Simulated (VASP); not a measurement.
# TiSe3 (Pm-3m) in VASP: notebook, part 2 of 2

VASP 6.6.1. Earlier steps stand in the parts before.

### 6 Relaxation of cell and atoms, PBE, collinear spin

The input, INCAR:

```
SYSTEM = TiSe3
PREC     = Accurate       ! precision mode
ENCUT    = 600            ! plane-wave cutoff, eV
EDIFF    = 1E-7           ! SCF threshold, eV
ISMEAR   = 0              ! smearing method
SIGMA    = 0.1            ! smearing width, eV
LREAL    = .FALSE.        ! projectors in reciprocal space
LASPH    = .TRUE.         ! aspherical terms in the spheres
NELM     = 150            ! most SCF steps
ALGO     = Normal         ! electronic algorithm
ISIF     = 3              ! what is computed and relaxed
LWAVE    = .FALSE.        ! write WAVECAR
LCHARG   = .FALSE.        ! write CHGCAR
ISPIN    = 2              ! spin polarisation
MAGMOM   = 1 0 0 0        ! initial moments
LORBIT   = 11             ! projections on sites
LMAXMIX  = 4              ! l up to which the mixer works
GGA      = PE             ! functional
IBRION   = 2              ! ionic algorithm
NSW      = 90             ! ionic steps
EDIFFG   = -0.04          ! ionic threshold
```

The input, KPOINTS:

```
regular mesh
0
G
  4 4 4
  0 0 0
```

The input, POSCAR:

```
TiSe3
1.0
    4.6114616600      0.0000000000      0.0000000000
    0.0000000000      4.6114616600      0.0000000000
    0.0000000000      0.0000000000      4.6114616600
Ti Se
1 3
Direct
    0.5000000000      0.5000000000      0.5000000000
    0.0000000000      0.5000000000      0.5000000000
    0.5000000000      0.0000000000      0.5000000000
    0.5000000000      0.5000000000      0.0000000000
```

Potentials or basis: VASP PAW PBE potentials, release 64 (Ti_sv, Se).

Started as:

```bash
> cat potpaw_PBE.64/Ti_sv/POTCAR potpaw_PBE.64/Se/POTCAR > POTCAR
> mpirun -np 1 vasp_std > vasp.out
```

Wall time 5.2 min (1 thread of Intel Xeon Platinum 8259CL at 2.50GHz (Skylake/Cascade Lake), shared host); peak memory 0.31 GiB.

Results (log left out):

* Free energy: -19.8093 eV
* Relaxed volume: 30.79 Å³/atom
* Relaxed cell: a = 4.976 Å, b = 4.976 Å, c = 4.976 Å, α = 90.00°, β = 90.00°, γ = 90.00°
* Space group after relaxing (to 0.1 Å): Pm-3m (No. 221)
* Energy gained by relaxing: 295.2 meV/atom
* Ionic steps: 3
* Pressure after relaxing: 0.0 GPa
* Net moment: 1.61 μB per cell
* Site moments: Ti -0.16; Se +0.39 μB
* Valence electrons inside the program's atomic spheres: Ti 10.22; Se 3.78

The path:
```csv
step,energy change (eV),largest force (eV/Å),pressure (GPa),volume (Å³)
1,0.0000,0.0000,18.36,98.07
2,-0.7742,0.0000,-5.53,143.58
3,-1.1809,0.0000,-0.03,123.17
```

Final structure:
```xyz
4
Lattice="4.9755 0.0000 0.0000 0.0000 4.9755 0.0000 0.0000 0.0000 4.9755" Properties=species:S:1:pos:R:3 pbc="T T T"
Ti    2.4878    2.4878    2.4878
Se    0.0000    2.4878    2.4878
Se    2.4878    0.0000    2.4878
Se    2.4878    2.4878    0.0000
```

Levels at points of the mesh, in eV from the Fermi level:
Spin up:
| k point | band 13 | band 14 | band 15 | band 16 | band 17 | band 18 | band 19 | band 20 |
| --- | --- | --- | --- | --- | --- | --- | --- | --- |
| (0.00, 0.00, 0.00) | -0.90 | -0.11 | -0.11 | -0.11 | 0.24 | 0.24 | 0.24 | 1.34 |
| (0.50, 0.00, 0.00) | -2.16 | -1.30 | -0.38 | -0.38 | 0.26 | 1.35 | 1.85 | 1.85 |
| (0.50, 0.50, 0.00) | -2.27 | -1.71 | -1.71 | 0.46 | 1.84 | 1.86 | 1.86 | 1.92 |
| (0.50, 0.50, 0.50) | -3.32 | 0.48 | 0.48 | 0.48 | 1.95 | 1.95 | 1.95 | 4.57 |
Spin down:
```csv
k point,band 10,band 11,band 12,band 13,band 14,band 15,band 16,band 17
"(0.00, 0.00, 0.00)",-3.36,-0.30,-0.30,-0.30,0.09,0.09,0.09,0.37
"(0.50, 0.00, 0.00)",-2.90,-1.98,-1.98,-1.64,-0.72,0.11,0.14,0.14
"(0.50, 0.50, 0.00)",-3.22,-2.31,-1.93,-1.93,-1.16,-1.16,1.12,1.83
"(0.50, 0.50, 0.50)",-3.40,-3.40,-3.21,-3.21,1.14,1.14,1.14,1.88
```

Caveat: the volume moved by over 15 % at a fixed basis, so the end points are rough.

### 7 Relaxation of cell and atoms, PBE

This run uses another cell than the first one, of 30.52 Å³/atom.

The input, INCAR:

```
PREC     = Accurate       # precision mode
ENCUT    = 600            # plane-wave cutoff, eV
EDIFF    = 1E-6           # SCF threshold, eV
ISMEAR   = 0              # smearing method
SIGMA    = 0.1            # smearing width, eV
LREAL    = False          # projectors in reciprocal space
LASPH    = True           # aspherical terms in the spheres
NELM     = 80             # most SCF steps
ALGO     = Normal         # electronic algorithm
ISIF     = 3              # what is computed and relaxed
LWAVE    = False          # write WAVECAR
LCHARG   = False          # write CHGCAR
GGA      = PE             # functional
IBRION   = 2              # ionic algorithm
NSW      = 100            # ionic steps
EDIFFG   = -0.01          # ionic threshold
```

The input, KPOINTS:

```
Automatic mesh
0
Gamma
  10 10 10
```

The input, POSCAR:

```
TiSe3
1.0
    4.9610267001      0.0000000000      0.0000000000
    0.0000000000      4.9610267001      0.0000000000
    0.0000000000      0.0000000000      4.9610267001
Ti Se
1 3
Direct
    0.5000000000      0.5000000000      0.5000000000
    0.0000000000      0.5000000000      0.5000000000
    0.5000000000      0.0000000000      0.5000000000
    0.5000000000      0.5000000000      0.0000000000
```

Started as:

```bash
> cat potpaw_PBE.64/Ti_sv/POTCAR potpaw_PBE.64/Se/POTCAR > POTCAR
> mpirun -np 1 vasp_std > vasp.out
```

Run time: 5.3 min. Hardware: 1 thread of Intel Xeon Platinum 8259CL at 2.50GHz (Skylake/Cascade Lake), shared host; peak memory 0.35 GiB.

The run converged. Its results:

```yaml
Free_energy: -19.9360 eV
Relaxed_volume: 30.33 Å³/atom
Relaxed_cell: a = 4.950 Å, b = 4.950 Å, c = 4.950 Å, α = 90.00°, β = 90.00°, γ = 90.00°
Space_group_after_relaxing_to_0.1_Å: Pm-3m (No. 221)
Energy_gained_by_relaxing: 0.2 meV/atom
Ionic_steps: 3
Pressure_after_relaxing: 0.0 GPa
Band_gap_on_the_k_mesh: zero (bands 15 and 16 overlap by 1.18 eV)
```

The path:
```
step  energy change (eV)  largest force (eV/Å)  pressure (GPa)  volume (Å³)
   1              0.0000                0.0000           -0.34       122.10
   2             -0.0006                0.0000            0.16       120.96
   3             -0.0008                0.0000            0.00       121.32
```

Final structure:
```
Ti Se
1.0
     4.95048    0.00000    0.00000
     0.00000    4.95048    0.00000
     0.00000    0.00000    4.95048
Ti Se
1 3
Direct
  0.50000 0.50000 0.50000
  0.00000 0.50000 0.50000
  0.50000 0.00000 0.50000
  0.50000 0.50000 0.00000
```

Levels at points of the mesh, in eV from the Fermi level:
```csv
k point,band 12,band 13,band 14,band 15,band 16,band 17,band 18,band 19
"(0.00, 0.00, 0.00)",-0.41,-0.41,0.36,0.36,0.36,0.45,0.45,0.45
"(0.50, 0.00, 0.00)",-1.96,-1.72,-0.83,0.10,0.10,0.48,1.68,2.19
"(0.50, 0.50, 0.00)",-1.91,-1.91,-1.25,-1.25,1.02,2.19,2.20,2.20
"(0.50, 0.50, 0.50)",-3.04,-3.04,1.04,1.04,1.04,2.24,2.24,2.24
```

### 8 Overview

```tsv
task	spin	cell	k mesh	cutoff (eV)	gap on the mesh (eV)	pressure (GPa)	moment (μB)	relaxed volume (Å³/atom)
single point	collinear	a = 4.611 Å, 4 atoms	4 × 4 × 4	520	none	18.4	1.43	-
single point	off	a = 4.948 Å, 4 atoms	10 × 10 × 10	520	none	0.1	-	-
single point	collinear	a = 4.961 Å, 4 atoms	4 × 4 × 4	520	none	0.4	1.60	-
relaxation of cell and atoms	collinear	relaxed from a = 4.611 Å, 4 atoms	4 × 4 × 4	600	none	0.0	1.61	30.79
relaxation of cell and atoms	off	relaxed from a = 4.961 Å, 4 atoms	10 × 10 × 10	600	none	0.0	-	30.33
```

Alike in all rows: level PBE; potentials or basis VASP PAW PBE potentials, release 64 (Ti_sv, Se); smearing gaussian 0.1 eV.

Caveats: the cell stands under pressure (at least some runs); the volume moved by over 15 % at a fixed basis, so the end points are rough (at least some runs).

Absolute energies hang on the potentials; compare differences alone.
